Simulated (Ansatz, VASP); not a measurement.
# CoO in VASP and in Ansatz

```xyz
2
Lattice="-1.4772 1.4772 2.0642 1.4772 -1.4772 2.0642 1.4772 1.4772 -2.0642" Properties=species:S:1:pos:R:3 pbc="T T T"
Co    0.0000    0.0000    0.0000
O     0.0000    0.0000    2.0642
```

Change from the starting cell: volume scaled by 0.94.

Alike in both runs: task single point; functional PBE; k mesh 12 × 12 × 12; occupations fermi-dirac, width 0.05 eV; collinear spin.

|  | VASP | Ansatz |
| --- | --- | --- |
| version | VASP 6.6.1 | Ansatz 0.2.0 |
| potentials or method | VASP PAW PBE potentials, release 64 (Co, O), cutoff 520 eV | all-electron LAPW, scalar-relativistic |

Ansatz gave:

```
gap on the k mesh at the Fermi level (eV)                     : none
pressure (GPa)                                                : 10.6
traceless stress, the component that is largest in VASP (GPa) : 0.34
net moment per atom (μB)                                      : 1.32
size of the moment on the site where the two differ most (μB) : 2.37
```

Problem. Estimate VASP's values.

Solution. gap on the k mesh at the Fermi level (eV): none; pressure (GPa): 9.8; traceless stress, the component that is largest in VASP (GPa): 0.58; net moment per atom (μB): 1.29; size of the moment on the site where the two differ most (μB): 2.33.

Site moments also hang on the region over which each program counts them. A gap of «none» marks a metal or a gap that the smearing closes. Ansatz ran all-electron here, and VASP with PAW potentials.
